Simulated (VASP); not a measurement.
Set up this calculation in VASP 6.6.1, as the native input.

* Task: relaxation of the atoms
* Functional: PBEsol
* Potentials or basis: VASP PAW PBE potentials, release 64 (B, N)
* Cutoff: 520 eV
* k mesh: 9 × 9 × 6
* Occupations: gaussian, width 0.02 eV
* Spin: no spin polarisation
* Dipole correction: no
* Further INCAR settings: ALGO = Normal; EDIFF = 1e-06; IBRION = 2; EDIFFG = -0.002; NSW = 60

The structure of BN (e600) lies in POSCAR:

```
BN
1.0
    2.5024521521      0.0000000000      0.0000000000
   -1.2512260760      2.1671871355      0.0000000000
    0.0000000000      0.0000000000      4.1143985815
B N
2 2
Direct
    0.3333333333      0.6666666667      0.0000531610
    0.6666666667      0.3333333333      0.5000531610
    0.3333333333      0.6666666667      0.3739468390
    0.6666666667      0.3333333333      0.8739468390
```

This cell differs from its parent crystal: strained cell.

The input as run:

INCAR

```
SYSTEM = BN
ALGO = Normal
EDIFF = 1E-6
EDIFFG = -0.002
ENCUT = 520
GGA = PS
IBRION = 2
ISIF = 2
ISMEAR = 0
LASPH = .TRUE.
LCHARG = .FALSE.
LREAL = .FALSE.
LWAVE = .FALSE.
NELM = 100
NSW = 60
PREC = Accurate
SIGMA = 0.02
```

KPOINTS

```
k-points
0
G
  9 9 6
  0 0 0
```

Potentials or basis: VASP PAW PBE potentials, release 64 (B, N).

Command:

```sh
$ cat potpaw_PBE.64/B/POTCAR potpaw_PBE.64/N/POTCAR > POTCAR
$ mpirun -np 1 vasp_std > vasp.out
```

Results of the run:

```
Energy gained by relaxing : 0.0 meV/atom
Ionic steps               : 3
Pressure after relaxing   : 22.9 GPa
Band gap on the k mesh    : 4.87 eV, indirect (least direct gap 8.42 eV)
```

Caveat: the cell differs from its parent crystal (strained cell); the PAW data sets were made with another functional, which shifts forces and pressure a little.

Run time: 25 s on 1 thread of Intel(R) Xeon(R) Platinum 8259CL CPU @ 2.50GHz (Skylake/Cascade Lake), with other jobs on the host, peak memory 0.13 GiB.
